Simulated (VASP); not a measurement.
Input of a VASP 6.6.1 run:

Contents of INCAR:

```
ALGO = Normal
EDIFF = 1E-6
ENCUT = 520
GGA = CA
ISIF = 2
ISMEAR = -1
LASPH = T
LCHARG = F
LREAL = F
LWAVE = F
NBANDS = 18
NELM = 60
PREC = Accurate
SIGMA = 0.05
```

The input KPOINTS:

```
k-points
0
Gamma
  8 8 6
```

Contents of POSCAR:

```
P
1.0
    1.6366841122     -5.4283585144      0.0000000000
    1.6366841122      5.4283585144      0.0000000000
    0.0000000000      0.0000000000      4.5131404726
P
4
Direct
    0.9041431300      0.0958568700      0.5888151700
    0.0958568700      0.9041431300      0.4111848300
    0.5958568700      0.4041431300      0.0888151700
    0.4041431300      0.5958568700      0.9111848300
```

Potentials or basis: VASP PAW LDA potentials, release 64 (P).

The run is started by

```console
$ cat potpaw_LDA.64/P/POTCAR > POTCAR
$ mpirun -np 1 vasp_std > vasp.out
```

Q: Estimate the pressure.

A: -0.9 GPa.

Q: Estimate the band gap on the k mesh.

A: 0.04 eV, direct.

Q: Predict the largest force.

A: 0.313 eV/Å.

Forces in eV/Å, atoms in the order of the input:
```
P    0.000  0.167 -0.264
P    0.000 -0.167  0.264
P    0.000 -0.167 -0.264
P    0.000  0.167  0.264
```

A k mesh can miss the band edges.
